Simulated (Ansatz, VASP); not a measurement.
**Ti in VASP and in Ansatz**

```
Ti
1.0
     2.82768    0.00000    0.00000
    -1.41384    2.44885    0.00000
     0.00000    0.00000    4.47604
Ti
2
Direct
  0.33333 0.66667 0.25000
  0.66667 0.33333 0.75000
```

Change from the starting cell: mode 4 frozen in at +0.000 Å, equal normal strain along x, y and z -0.0250.

Alike in both runs: task single point; functional PBEsol; k mesh 18 × 18 × 10; occupations gaussian, width 0.15 eV; no spin polarisation.

```csv
,VASP,Ansatz
version,VASP 6.6.1,Ansatz 0.2.0
potentials or method,"VASP PAW PBE potentials, release 64 (Ti_sv), cutoff 520 eV","scalar-relativistic, plane waves, PAW"
valence electrons in the cell,24,24
```

Ansatz gave:

```
gap on the k mesh at the Fermi level (eV)                     : none
pressure (GPa)                                                : 10.4
traceless stress, the component that is largest in VASP (GPa) : 0.18
```

Which values does VASP return?

gap on the k mesh at the Fermi level (eV): none; pressure (GPa): 9.9; traceless stress, the component that is largest in VASP (GPa): 0.19.

VASP's potentials were made for PBE, not for PBEsol, and Ansatz warns of the same on its side. A gap of «none» marks a metal or a gap that the smearing closes.
